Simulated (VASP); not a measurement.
Set up this calculation in VASP 6.6.1, as the native input.

- Task: single point
- Functional: LDA
- Potentials or basis: VASP PAW LDA potentials, release 64 (Nb_sv, Ru_pv)
- Cutoff: 520 eV
- k mesh: 14 × 14 × 12
- Occupations: fermi-dirac, width 0.05 eV
- Spin: no spin polarisation
- Dipole correction: no
- Further INCAR settings: ALGO = Normal; EDIFF = 1e-06; NBANDS = 20

The structure of NbRu lies in POSCAR:

```
NbRu
1.0
    3.0044829631      0.0000000000      0.0000000000
    0.0000000000      3.0044829631      0.0000000000
    0.0000000000      0.0000000000      3.3648821971
Nb Ru
1 1
Direct
    0.0000000000      0.0000000000      0.0000000000
    0.5000000000      0.5000000000      0.5000000000
```

One way to write it, as run:

INCAR

```
PREC = Accurate ; ENCUT = 520
EDIFF = 1E-6 ; ISMEAR = -1
SIGMA = 0.05 ; LREAL = False
LASPH = True ; NELM = 60
ALGO = Normal ; ISIF = 2
LWAVE = False ; LCHARG = False
GGA = CA ; NBANDS = 20
```

KPOINTS

```
regular mesh
0
Gamma
  14 14 12
```

Potentials or basis: VASP PAW LDA potentials, release 64 (Nb_sv, Ru_pv).

Launch:

```sh
$ cat potpaw_LDA.64/Nb_sv/POTCAR potpaw_LDA.64/Ru_pv/POTCAR > POTCAR
$ mpirun -np 1 vasp_std > vasp.out
```

It gave:

- Pressure: 0.3 GPa

Wall time 100 s on 1 thread of Intel(R) Xeon(R) Platinum 8375C CPU @ 2.90GHz (Ice Lake) (shared host), peak memory 0.25 GiB.
